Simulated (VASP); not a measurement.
Hg, 2 atoms in the cell. It takes space group P6_3/mmc (No. 194, hexagonal). The conventional cell has a = 3.520 Å, b = 3.520 Å, c = 5.762 Å, α = 90.00°, β = 90.00°, γ = 120.00°. Within 4.6 Å of Hg (site symmetry -6m2) lie 12 Hg at 3.52 to 3.53 Å. 

| Item | Value |
| --- | --- |
| Program | VASP 6.6.1 |
| Task | single point |
| Functional | PBE |
| Dispersion | D3(BJ) |
| Potentials or basis | VASP PAW PBE potentials, release 64 (Hg) |
| Cutoff | 520 eV |
| k mesh | 15 × 15 × 8 |
| Occupations | gaussian, width 0.15 eV |
| Spin | no spin polarisation |
| Dipole correction | no |
| Further INCAR settings | ALGO = Fast; EDIFF = 1e-06; NBANDS = 19 |

Potentials or basis: VASP PAW PBE potentials, release 64 (Hg).

The run is started by

```console
$ cat potpaw_PBE.64/Hg/POTCAR > POTCAR
$ mpirun -np 1 vasp_std > vasp.out
```

Hardware: 1 thread of Intel Xeon 8259CL (shared host).

How long does it take, and how much memory?

It took 3 min on 1 thread of Intel Xeon 8259CL, with other jobs on the host, peak memory 0.29 GiB. Counts: scf iterations 11, k points 135.
